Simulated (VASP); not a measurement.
Write the native input for VASP 6.6.1 that does the following.

* Task: single point
* Functional: revPBE
* Dispersion: D4
* Potentials or basis: VASP PAW PBE potentials, release 64 (Sn_d, O)
* Cutoff: 600 eV
* k mesh: 7 × 7 × 6
* Occupations: fermi-dirac, width 0.05 eV
* Spin: no spin polarisation
* Dipole correction: no
* Further INCAR settings: ALGO = Normal; EDIFF = 1e-06; NBANDS = 28

The structure of SnO lies in POSCAR:

```
SnO
1.0
    3.8638811754      0.0000000000      0.0000000000
    0.0000000000      3.8638811754      0.0000000000
    0.0000000000      0.0000000000      4.9512221655
Sn O
2 2
Direct
    0.5000000000      0.0000000000      0.7646261400
    0.0000000000      0.5000000000      0.2353738600
    0.0000000000      0.0000000000      0.0000000000
    0.5000000000      0.5000000000      0.0000000000
```

One way to write it, as run:

INCAR

```
ALGO = Normal ; EDIFF = 1E-6
ENCUT = 600 ; GGA = RE
GGA_COMPAT = F ; ISIF = 2
ISMEAR = -1 ; IVDW = 13
LASPH = T ; LCHARG = F
LREAL = F ; LWAVE = F
NBANDS = 28 ; NELM = 120
PREC = Accurate ; SIGMA = 0.05
```

KPOINTS

```
k-points
0
Gamma
  7 7 6
```

Potentials or basis: VASP PAW PBE potentials, release 64 (Sn_d, O).

The run is started by

```bash
$ cat potpaw_PBE.64/Sn_d/POTCAR potpaw_PBE.64/O/POTCAR > POTCAR
$ mpirun -np 1 vasp_std > vasp.out
```

Results of the run:

* Pressure: -1.6 GPa
* Largest force: 0.087 eV/Å
* Band gap on the k mesh: 0.52 eV (least direct gap 2.01 eV)
* Dispersion energy per atom: -0.450 eV

Caveat: the PAW data sets were made with another functional, which shifts forces and pressure a little; spin-orbit coupling is left out, which moves the levels of the heavy elements; an odd mesh through Γ misses points on the zone boundary, where band edges can lie.

Wall time 93 s on 1 thread of Intel Xeon 8259CL (shared host), peak memory 0.24 GiB.
